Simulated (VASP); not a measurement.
Crystal: CuO.

```
Cu O
1.0
     2.55255    0.00000    0.00000
     0.00000    2.55255    0.00000
     0.00000    0.00000    2.55255
Cu O
1 1
Cartesian
  0.0000 0.0000 0.0000
  1.2763 1.2763 1.2763
```

```yaml
Program: VASP 6.6.1
Task: relaxation of cell and atoms
Functional: PBE
Potentials_or_basis: VASP PAW PBE potentials, release 64 (Cu, O)
Cutoff: 600 eV
k_mesh: 10 × 10 × 10
Occupations: fermi-dirac, width 0.05 eV
Spin: no spin polarisation
Hubbard_terms: Cu d U = 3.0 eV
```

At the start: pressure 17.5 GPa; volume 8.32 Å³/atom.

Problem. How do energy, volume and symmetry change on relaxing?

Solution. Over 3 steps the energy falls by 37.8 meV/atom and the volume is 9.07 Å³/atom (+9.0 %); space group Pm-3m (No. 221, to 0.1 Å) before and after.

Step by step:
| step | energy change (eV) | largest force (eV/Å) | pressure (GPa) | volume (Å³) |
| --- | --- | --- | --- | --- |
| 1 | 0.0000 | 0.0000 | 17.49 | 16.63 |
| 2 | -0.0596 | 0.0000 | -6.34 | 18.91 |
| 3 | -0.0755 | 0.0000 | 0.11 | 18.13 |

Final structure:
```yaml
crystal:
  lattice:
    - [2.62708, 0.00000, 0.00000]
    - [0.00000, 2.62708, 0.00000]
    - [0.00000, 0.00000, 2.62708]
  atoms:
    - { symbol: Cu, position: [0.00000, 0.00000, 0.00000] }
    - { symbol: O, position: [0.50000, 0.50000, 0.50000] }
```

Caveat: an odd number of electrons without spin polarisation forces a metal; a magnetic or distorted state may lie lower; U without spin polarisation on a metal has little footing.
